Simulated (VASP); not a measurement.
# SnTe (rock salt type) (Fm-3m) in VASP: a series of runs, part 2 of 2

VASP 6.6.1. The steps go on from the part before.

### Step 3. Single point, r2SCAN

The input, POSCAR:

```
SnTe
1.0
    0.0000000000      3.2050000000      3.2050000000
    3.2050000000      0.0000000000      3.2050000000
    3.2050000000      3.2050000000      0.0000000000
Sn Te
1 1
Direct
    0.0000000000      0.0000000000      0.0000000000
    0.5000000000      0.5000000000      0.5000000000
```

The input, INCAR.step1:

```
SYSTEM = SnTe
PREC = Accurate ; ENCUT = 520
ISMEAR = -1 ; SIGMA = 0.02
LREAL = .False. ; LASPH = .True.
NELM = 80 ; NBANDS = 17
GGA = PE ; ALGO = Normal
EDIFF = 1E-4 ; LWAVE = .True.
LCHARG = .False.
```

The input, INCAR.step2:

```
SYSTEM = SnTe
PREC = Accurate ; ENCUT = 520
EDIFF = 1E-6 ; ISMEAR = -1
SIGMA = 0.02 ; LREAL = .False.
LASPH = .True. ; NELM = 80
ALGO = Normal ; ISIF = 2
LWAVE = .False. ; LCHARG = .True.
METAGGA = R2SCAN ; LMIXTAU = .True.
LELF = .True. ; LVHAR = .True.
NBANDS = 17 ; ISTART = 1
```

The input, KPOINTS:

```
regular mesh
0
Gamma
  6 6 6
  0 0 0
```

Potentials or basis: VASP PAW PBE potentials, release 64 (Sn_d, Te).

Command:

```sh
$ cat potpaw_PBE.64/Sn_d/POTCAR potpaw_PBE.64/Te/POTCAR > POTCAR
$ cp INCAR.step1 INCAR
$ mpirun -np 1 vasp_std > vasp.out
$ cp INCAR.step2 INCAR
$ mpirun -np 1 vasp_std > vasp.out
```

OUTCAR:

```text
SYSTEM = SnTe
   PREC = Accurate
   ENCUT = 520
   EDIFF = 1E-6
   ISMEAR = -1
   LREAL = .False.
   LASPH = .True.
   NELM = 80
   ISIF = 2
   METAGGA = R2SCAN
   ISTART = 1

 ion  position               nearest neighbor table
   1  0.000  0.000  0.000-   2 3.21   2 3.21   2 3.21   2 3.21   2 3.21   2 3.21
   2  0.500  0.500  0.500-   1 3.21   1 3.21   1 3.21   1 3.21   1 3.21   1 3.21

  LATTYP: Found a face centered cubic cell.
 ALAT       =     6.4100000000

[... 496 lines left out ...]
     17      17.8873      0.00000

------------------------ aborting loop because EDIFF is reached ----------------------------------------

  FORCE on cell =-STRESS in cart. coord.  units (eV):
  Direction    XX          YY          ZZ          XY          YZ          ZX
  --------------------------------------------------------------------------------------
  -------------------------------------------------------------------------------------
  Total       -0.2614641     -0.2614641     -0.2614641      0.0000000      0.0000000      0.0000000
  in kB       -6.3622175     -6.3622175     -6.3622175      0.0000000      0.0000000      0.0000000
  external PRESSURE =      -6.3622175 kB  Pullay stress =       0.0000000 kB

 VOLUME and BASIS-vectors are now :
 -----------------------------------------------------------------------------
  energy-cutoff  :      520.00
  volume of cell :       65.84
      direct lattice vectors                 reciprocal lattice vectors
     0.000000000  3.205000000  3.205000000    -0.156006240  0.156006240  0.156006240
     3.205000000  0.000000000  3.205000000     0.156006240 -0.156006240  0.156006240
     3.205000000  3.205000000  0.000000000     0.156006240  0.156006240 -0.156006240

 POSITION                                       TOTAL-FORCE (eV/Angst)
 -----------------------------------------------------------------------------------
      0.00000      0.00000      0.00000        -0.000000      0.000000      0.000000
      3.20500      3.20500      3.20500         0.000000     -0.000000     -0.000000
 -----------------------------------------------------------------------------------
    total drift:                               -0.000000      0.000000      0.000000

  FREE ENERGIE OF THE ION-ELECTRON SYSTEM (eV)
  ---------------------------------------------------
  free  energy   TOTEN  =       -50.6822014102 eV

  energy  without entropy=      -50.6821229396  energy(sigma->0) =      -50.68216217
```

OSZICAR.step1:

```text
N       E                     dE             d eps       ncg     rms          rms(c)
DAV:   1     0.120722026472E+03    0.12072E+03   -0.95605E+03   544   0.134E+03
DAV:   2     0.343052376860E+01   -0.11729E+03   -0.11441E+03   600   0.320E+02
DAV:   3    -0.731468200540E+01   -0.10745E+02   -0.10675E+02   670   0.880E+01
DAV:   4    -0.761975900639E+01   -0.30508E+00   -0.30491E+00   665   0.154E+01
DAV:   5    -0.763202627379E+01   -0.12267E-01   -0.12267E-01   794   0.298E+00    0.415E+00
DAV:   6    -0.756304681506E+01    0.68979E-01   -0.16180E-01   706   0.251E+00    0.268E+00
DAV:   7    -0.756398670536E+01   -0.93989E-03   -0.58390E-02   658   0.113E+00    0.915E-01
DAV:   8    -0.756467809065E+01   -0.69139E-03   -0.75497E-03   664   0.685E-01    0.181E-01
DAV:   9    -0.756476456275E+01   -0.86472E-04   -0.91227E-04   722   0.264E-01
   1 F= -.75647646E+01 E0= -.75643616E+01  d E =-.805869E-03
```

It took 2.2 min on 1 thread of AMD EPYC 7R43 (Zen 3), shared host; peak memory 0.18 GiB.

What came out:

```
Free energy            : -50.6822 eV
Pressure               : -0.6 GPa
Band gap on the k mesh : 0.19 eV, direct
```

Caveat: the PAW data sets were made with another functional, which shifts forces and pressure a little; spin-orbit coupling is left out, which moves the levels of the heavy elements.

### Step 4. Single point, r2SCAN

POSCAR is that of step 3.

The input, INCAR.step1:

```
  PREC = Accurate
  ENCUT = 520
  ISMEAR = -1
  SIGMA = 0.02
  LREAL = F
  LASPH = T
  NELM = 80
  NBANDS = 17
  GGA = PE
  ALGO = Normal
  EDIFF = 1E-4
  LWAVE = T
  LCHARG = F
```

The input, INCAR.step2:

```
  PREC = Accurate
  ENCUT = 520
  EDIFF = 1E-6
  ISMEAR = -1
  SIGMA = 0.02
  LREAL = F
  LASPH = T
  NELM = 80
  ALGO = Normal
  ISIF = 2
  LWAVE = F
  LCHARG = T
  METAGGA = R2SCAN
  LMIXTAU = T
  LELF = T
  LVHAR = T
  NBANDS = 17
  ISTART = 1
```

The input, KPOINTS:

```
regular mesh
0
Gamma
  6 6 6
```

Command:

```sh
$ cat potpaw_PBE.64/Sn_d/POTCAR potpaw_PBE.64/Te/POTCAR > POTCAR
$ cp INCAR.step1 INCAR
$ mpirun -np 1 vasp_std > vasp.out
$ cp INCAR.step2 INCAR
$ mpirun -np 1 vasp_std > vasp.out
```

Wall time 2.6 min (1 thread of AMD EPYC 7R43 (Zen 3), shared host); peak memory 0.18 GiB.

The run converged. Its results:

```
Free energy            : -50.6822 eV
Pressure               : -0.6 GPa
Band gap on the k mesh : 0.19 eV, direct
```

Levels at points of the mesh, in eV from the valence-band top:
| k point | band 6 | band 7 | band 8 | band 9 | band 10 | band 11 | band 12 | band 13 | band 14 | band 15 |
| --- | --- | --- | --- | --- | --- | --- | --- | --- | --- | --- |
| (0.00, 0.00, 0.00) | -13.07 | -4.91 | -2.30 | -2.30 | -2.30 | 3.37 | 3.37 | 3.37 | 5.11 | 5.11 |
| (0.50, 0.00, 0.00) | -11.84 | -8.48 | -1.94 | -1.94 | 0.00 | 0.19 | 0.40 | 0.40 | 8.12 | 8.96 |
| (0.50, 0.50, 0.00) | -11.55 | -6.69 | -5.57 | -3.82 | -3.82 | 2.56 | 4.90 | 4.90 | 6.36 | 9.11 |

Caveat: the PAW data sets were made with another functional, which shifts forces and pressure a little; spin-orbit coupling is left out, which moves the levels of the heavy elements. A k mesh can miss the band edges.

### Step 5. Single point, PBE

The input, INCAR:

```
ALGO     = Normal         # electronic algorithm
EDIFF    = 1E-6           # SCF threshold, eV
ENCUT    = 520            # plane-wave cutoff, eV
GGA      = PE             # functional
ISIF     = 2              # what is computed and relaxed
ISMEAR   = -1             # smearing method
LASPH    = True           # aspherical terms in the spheres
LCHARG   = False          # write CHGCAR
LREAL    = False          # projectors in reciprocal space
LWAVE    = False          # write WAVECAR
NBANDS   = 17             # bands
NELM     = 80             # most SCF steps
PREC     = Accurate       # precision mode
SIGMA    = 0.1            # smearing width, eV
```

The input, KPOINTS:

```
k-points
0
Gamma
  8 8 8
```

POSCAR is that of step 4.

Command:

```sh
$ cat potpaw_PBE.64/Sn_d/POTCAR potpaw_PBE.64/Te/POTCAR > POTCAR
$ mpirun -np 1 vasp_std > vasp.out
```

It took 48 s on 1 thread of AMD EPYC 7R43 (Zen 3), shared host; peak memory 0.18 GiB.

It converged, with:

* Free energy: -7.5659 eV
* Pressure: -0.1 GPa
* Band gap on the k mesh: 0.05 eV, direct

Levels at points of the mesh, in eV from the valence-band top:
```csv
k point,band 7,band 8,band 9,band 10,band 11,band 12,band 13,band 14
"(0.00, 0.00, 0.00)",-4.87,-2.00,-2.00,-2.00,3.25,3.25,3.25,4.85
"(0.50, 0.00, 0.00)",-8.06,-1.68,-1.68,0.00,0.05,0.45,0.45,7.67
"(0.50, 0.50, 0.00)",-6.43,-5.21,-3.49,-3.49,2.38,4.69,4.69,6.02
```

Caveat: spin-orbit coupling is left out, which moves the levels of the heavy elements.

### Step 6. Summary

```tsv
level	k mesh	smearing	gap on the mesh (eV)	pressure (GPa)
PBE	6 × 6 × 6	fermi-dirac 0.02 eV	0.05	0.0
r2SCAN	6 × 6 × 6	fermi-dirac 0.02 eV	0.19	-0.6
PBE	8 × 8 × 8	fermi-dirac 0.1 eV	0.05	-0.1
```

Alike in all rows: task single point; potentials or basis VASP PAW PBE potentials, release 64 (Sn_d, Te); no spin polarisation; cell as given; cutoff (eV) 520.

On the cell as given the gap runs from 0.05 eV (PBE) to 0.19 eV (r2SCAN); the meshes differ, which moves gaps too. The pressure there spans -0.6 GPa (r2SCAN) to 0.0 GPa (PBE); a positive pressure means that this level wants a larger cell, a negative one a smaller.

Caveats: spin-orbit coupling is left out, which moves the levels of the heavy elements; the PAW data sets were made with another functional, which shifts forces and pressure a little (some runs).

Total energies depend on the potentials used, so only differences within one code and one set of settings carry meaning.
